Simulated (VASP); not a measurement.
Set up this calculation in VASP 6.6.1, as the native input.

```yaml
Task: single point
Functional: PBE
Potentials_or_basis: VASP PAW PBE potentials, release 64 (Ca_sv, Se)
Cutoff: 520 eV
k_mesh: 6 × 6 × 6
Occupations: fermi-dirac, width 0.02 eV
Spin: no spin polarisation
Dipole_correction: no
Further_INCAR_settings: ALGO = Normal; EDIFF = 1e-06; NBANDS = 15
```

The structure of CaSe lies in POSCAR:

```
CaSe
1.0
    0.0000000000      3.4113997380      3.0131021952
    3.4113997380      0.0000000000      3.0131021952
    3.4113997380      3.4113997380      0.0000000000
Ca Se
1 1
Direct
    0.0000000000      0.0000000000      0.0000000000
    0.2500000000      0.2500000000      0.2500000000
```

This cell differs from its parent crystal: epitaxial xy strain +4.0%.

One way to write it, as run:

INCAR

```
PREC = Accurate ; ENCUT = 520
EDIFF = 1E-6 ; ISMEAR = -1
SIGMA = 0.02 ; LREAL = F
LASPH = T ; NELM = 60
ALGO = Normal ; ISIF = 2
LWAVE = F ; LCHARG = F
GGA = PE ; NBANDS = 15
```

KPOINTS

```
Automatic mesh
0
Gamma
  6 6 6
```

Potentials or basis: VASP PAW PBE potentials, release 64 (Ca_sv, Se).

Command:

```bash
$ cat potpaw_PBE.64/Ca_sv/POTCAR potpaw_PBE.64/Se/POTCAR > POTCAR
$ mpirun -np 1 vasp_std > vasp.out
```

Results of the run:

- Pressure: 0.4 GPa
- Band gap on the k mesh: 3.05 eV (least direct gap 3.18 eV)

Caveat: the cell differs from its parent crystal (epitaxial xy strain +4.0%); the structure was generated, so it needn't be the stable form of CaSe.

Wall time 16 s on 1 thread of Intel(R) Xeon(R) Platinum 8488C (Sapphire Rapids), with other jobs on the host, peak memory 0.21 GiB.
